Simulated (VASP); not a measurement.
## Ga: single point with LDA

Crystal: Ga.

```
Ga
1.0
     4.14370    0.00000    0.00000
    -2.07185    3.58855    0.00000
     0.00000    0.00000    2.43421
Ga
3
Direct
  0.00000 0.00000 0.00000
  0.33333 0.66667 0.50000
  0.66667 0.33333 0.50000
```

This isn't the form of Ga at room conditions, which is orthorhombic.

```
Program             : VASP 6.6.1
Task                : single point
Functional          : LDA
Potentials or basis : VASP PAW LDA potentials, release 64 (Ga_d)
Cutoff              : 520 eV
k mesh              : 9 × 9 × 12
Occupations         : fermi-dirac, width 0.08 eV
Spin                : no spin polarisation
```

* Pressure: 57.6 GPa
* Band gap on the k mesh: zero (an odd number of electrons rules out a gap without spin polarisation)

Levels at points of the mesh, in eV from the Fermi level:
```tsv
k point	band 17	band 18	band 19	band 20	band 21	band 22
(0.00, 0.00, 0.00)	-2.80	-2.80	-2.76	-2.76	-2.59	-2.41
(0.00, 0.00, 0.50)	-8.13	1.56	1.77	1.77	2.34	3.35
```

Run time: 47 s on 1 thread of Intel(R) Xeon(R) Platinum 8259CL CPU @ 2.50GHz (Skylake/Cascade Lake) (shared host), peak memory 0.17 GiB.

Caveat: the cell stands under pressure.
